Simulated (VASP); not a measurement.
Write the native input for VASP 6.6.1 that does the following.

| Item | Value |
| --- | --- |
| Task | single point |
| Functional | PBE |
| Potentials or basis | VASP PAW PBE potentials, release 64 (Li_sv, Nb_sv, O) |
| Cutoff | 520 eV |
| k mesh | 6 × 6 × 6 |
| Occupations | gaussian, width 0.05 eV |
| Spin | no spin polarisation |
| Dipole correction | no |
| Further INCAR settings | ALGO = Normal; EDIFF = 1e-07; NBANDS = 45 |

The structure of LiNbO3 lies in POSCAR:

```
LiNbO3
1.0
    2.6088271720      1.5062070701      4.5485771353
   -2.6088271720      1.5062070701      4.5485771353
    0.0000000000     -3.0124141401      4.5485771353
Li Nb O
2 2 6
Direct
    0.2815913687      0.2815913687      0.2815913687
    0.7815913687      0.7815913687      0.7815913687
    0.0004900497      0.0004900497      0.0004900497
    0.5004900497      0.5004900497      0.5004900497
    0.1104619503      0.3580262714      0.7211003599
    0.7211003599      0.1104619503      0.3580262714
    0.3580262714      0.7211003599      0.1104619503
    0.2211003599      0.8580262714      0.6104619503
    0.8580262714      0.6104619503      0.2211003599
    0.6104619503      0.2211003599      0.8580262714
```

One way to write it, as run:

INCAR

```
SYSTEM = LiNbO3
PREC = Accurate
ENCUT = 520
EDIFF = 1E-7
ISMEAR = 0
SIGMA = 0.05
LREAL = .FALSE.
LASPH = .TRUE.
NELM = 80
ALGO = Normal
ISIF = 2
LWAVE = .FALSE.
LCHARG = .FALSE.
GGA = PE
NBANDS = 45
```

KPOINTS

```
regular mesh
0
G
  6 6 6
  0 0 0
```

Potentials or basis: VASP PAW PBE potentials, release 64 (Li_sv, Nb_sv, O).

Run with:

```sh
$ cat potpaw_PBE.64/Li_sv/POTCAR potpaw_PBE.64/Nb_sv/POTCAR potpaw_PBE.64/O/POTCAR > POTCAR
$ mpirun -np 1 vasp_std > vasp.out
```

It gave:

The largest force is 0.125 eV/Å. The band gap on the k mesh is 3.60 eV (least direct gap 3.65 eV).

Wall time 4.4 min on 1 thread of Intel(R) Xeon(R) Platinum 8488C (Sapphire Rapids), on a shared host, peak memory 0.32 GiB.
